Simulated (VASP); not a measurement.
Si2W, 3 atoms in the cell. It takes space group I4/mmm (No. 139, tetragonal). Conventional cell: a = 3.214 Å, b = 3.214 Å, c = 7.830 Å, α = 90.00°, β = 90.00°, γ = 90.00°. Within 3.4 Å of W (site symmetry 4/mmm) lie 10 Si at 2.62 Å and 4 W at 3.21 Å. Within 3.4 Å of Si (site symmetry 4mm) lie 9 Si at 2.59 to 3.21 Å and 5 W at 2.62 Å. 

| Property | Result |
| --- | --- |
| Program | VASP 6.6.1 |
| Task | vibrations by perturbation theory |
| Functional | PBEsol |
| Potentials or basis | VASP PAW PBE potentials, release 64 (W_sv, Si) |
| Cutoff | 520 eV |
| k mesh | 9 × 9 × 9 |
| Occupations | fermi-dirac, width 0.05 eV |
| Spin | no spin polarisation |
| Dipole correction | no |
| Further INCAR settings | ALGO = Normal; EDIFF = 1e-08; NBANDS = 18; IBRION = 8; NSW = 1 |

Potentials or basis: VASP PAW PBE potentials, release 64 (W_sv, Si).

Command:

```sh
$ cat potpaw_PBE.64/W_sv/POTCAR potpaw_PBE.64/Si/POTCAR > POTCAR
$ mpirun -np 1 vasp_std > vasp.out
```

Hardware: 1 thread of Intel(R) Xeon(R) 6975P-C (Granite Rapids), with other jobs on the host.

Task: How long does it take, and how much memory?

Result: Run time: 5.9 min on 1 thread of Intel(R) Xeon(R) 6975P-C (Granite Rapids) (shared host), peak memory 0.58 GiB. Counts: scf iterations 67, k points 75.
